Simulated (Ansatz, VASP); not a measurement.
## HC12 in VASP and in Ansatz

File INCAR:

```
SYSTEM = HC12
ALGO = Normal ; DIPOL = 0.5 0.5 0.287
EDIFF = 1E-6 ; ENCUT = 520
GGA = PE ; IDIPOL = 3
ISIF = 2 ; ISMEAR = 0
LASPH = .TRUE. ; LCHARG = .FALSE.
LDIPOL = .TRUE. ; LREAL = Auto
LWAVE = .FALSE. ; NBANDS = 68
NELM = 100 ; PREC = Accurate
SIGMA = 0.05
```

KPOINTS

```
k-points
0
G
  5 5 1
  0 0 0
```

Contents of POSCAR:

```
HC12
1.0
    5.0509324483      0.0000000000      0.0000000000
    0.0000000000      5.0509324483      0.0000000000
    0.0000000000      0.0000000000     22.3754933530
C H
24 2
Direct
    0.0000000000      0.2500000000      0.1787670080
    0.0000000000      0.7500000000      0.1787670080
    0.5000000000      0.2500000000      0.1787670080
    0.5000000000      0.7500000000      0.1787670080
    0.0000000000      0.0000000000      0.2186716990
    0.0000000000      0.5000000000      0.2186716990
    0.5000000000      0.0000000000      0.2186716990
    0.5000000000      0.5000000000      0.2186716990
    0.2500000000      0.0000000000      0.2585763899
    0.2500000000      0.5000000000      0.2585763899
    0.7500000000      0.0000000000      0.2585763899
    0.7500000000      0.5000000000      0.2585763899
    0.2500000000      0.2500000000      0.2976014419
    0.2500000000      0.7500000000      0.2976014419
    0.7500000000      0.2500000000      0.2976014419
    0.7500000000      0.7500000000      0.2976014419
    0.0000000000      0.2500000000      0.3394883053
    0.0000000000      0.7500000000      0.3394883053
    0.5000000000      0.2500000000      0.3394883053
    0.5000000000      0.7500000000      0.3394883053
    0.0000000000      0.0000000000      0.3743154719
    0.0000000000      0.5000000000      0.3743154719
    0.5000000000      0.0000000000      0.3743154719
    0.5000000000      0.5000000000      0.3743154719
    0.9090266986      0.3750000000      0.3944267603
    1.0909733014      0.3750000000      0.3944267603
```

Input for Ansatz:

```yaml
crystal:
  lattice:
    - [5.0509324483, 0.0, 0.0]
    - [0.0, 5.0509324483, 0.0]
    - [0.0, 0.0, 22.375493353]
  atoms:
    - { symbol: C, position: [0.0, 0.25, 0.178767008] }
    - { symbol: C, position: [0.0, 0.75, 0.178767008] }
    - { symbol: C, position: [0.5, 0.25, 0.178767008] }
    - { symbol: C, position: [0.5, 0.75, 0.178767008] }
    - { symbol: C, position: [0.0, 0.0, 0.218671699] }
    - { symbol: C, position: [0.0, 0.5, 0.218671699] }
    - { symbol: C, position: [0.5, 0.0, 0.218671699] }
    - { symbol: C, position: [0.5, 0.5, 0.218671699] }
    - { symbol: C, position: [0.25, 0.0, 0.2585763899] }
    - { symbol: C, position: [0.25, 0.5, 0.2585763899] }
    - { symbol: C, position: [0.75, 0.0, 0.2585763899] }
    - { symbol: C, position: [0.75, 0.5, 0.2585763899] }
    - { symbol: C, position: [0.25, 0.25, 0.2976014419] }
    - { symbol: C, position: [0.25, 0.75, 0.2976014419] }
    - { symbol: C, position: [0.75, 0.25, 0.2976014419] }
    - { symbol: C, position: [0.75, 0.75, 0.2976014419] }
    - { symbol: C, position: [0.0, 0.25, 0.3394883053] }
    - { symbol: C, position: [0.0, 0.75, 0.3394883053] }
    - { symbol: C, position: [0.5, 0.25, 0.3394883053] }
    - { symbol: C, position: [0.5, 0.75, 0.3394883053] }
    - { symbol: C, position: [0.0, 0.0, 0.3743154719] }
    - { symbol: C, position: [0.0, 0.5, 0.3743154719] }
    - { symbol: C, position: [0.5, 0.0, 0.3743154719] }
    - { symbol: C, position: [0.5, 0.5, 0.3743154719] }
    - { symbol: H, position: [0.9090266986, 0.375, 0.3944267603] }
    - { symbol: H, position: [1.0909733014, 0.375, 0.3944267603] }
basis:
  ecutwfc: 420
kpoints:
  mp_grid: { grid: [5, 5, 1] }
hamiltonian:
  xc: pbe
  pseudopotentials: { kind: paw, azcp: { folder: soft_1 } }
scf:
  occupations: { method: gaussian, width: 0.05 }
output:
  forces: true
  eigenvalues: true
efield:
  axis: 3
  dipole_correction: true
  ramp_width: 0.04
```

Alike in both runs: task single point; functional PBE; k mesh 5 × 5 × 1; occupations gaussian, width 0.05 eV; no spin polarisation.

```csv
,VASP,Ansatz
version,VASP 6.6.1,Ansatz 0.2.0
potentials or method,"VASP PAW PBE potentials, release 64 (C, H), cutoff 520 eV","scalar-relativistic, plane waves, PAW"
valence electrons in the cell,98,98
```

|  | VASP | Ansatz | Ansatz less VASP |
| --- | --- | --- | --- |
| gap on the k mesh at the Fermi level (eV) | none | none | - |
| rms of the force components (eV/Å) | 3.147 | 3.120 | -0.0265 |

Atom by atom the forces differ by 0.033 eV/Å (rms over components). A gap of «none» marks a metal or a gap that the smearing closes.
